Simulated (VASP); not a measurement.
Input of a VASP 6.6.1 run:

The input INCAR:

```
SYSTEM = BeS
ALGO = Normal ; EDIFF = 1E-6
ENCUT = 600 ; GGA = PE
GGA_COMPAT = .FALSE. ; ISIF = 2
ISMEAR = 0 ; LASPH = .TRUE.
LCHARG = .FALSE. ; LREAL = .FALSE.
LWAVE = .FALSE. ; NBANDS = 11
NELM = 120 ; PREC = Accurate
SIGMA = 0.15
```

KPOINTS

```
k-points
0
G
  5 5 5
  0 0 0
```

The input POSCAR:

```
BeS
1.0
    0.0000000000      2.4392256283      2.4392256283
    2.4392256283      0.0000000000      2.4392256283
    2.4392256283      2.4392256283      0.0000000000
Be S
1 1
Direct
    0.0000000000      0.0000000000      0.0000000000
    0.7500000000      0.7500000000      0.7500000000
```

Potentials or basis: VASP PAW PBE potentials, release 64 (Be, S).

Launch:

```bash
$ cat potpaw_PBE.64/Be/POTCAR potpaw_PBE.64/S/POTCAR > POTCAR
$ mpirun -np 1 vasp_std > vasp.out
```

**Question.** Estimate the band gap on the k mesh.

**Answer.** 3.43 eV, indirect (least direct gap 5.67 eV).

**Question.** Predict the pressure.

**Answer.** 0.0 GPa.

Caveat: the k points lie up to 0.45 Å⁻¹ apart. A k mesh can miss the band edges.
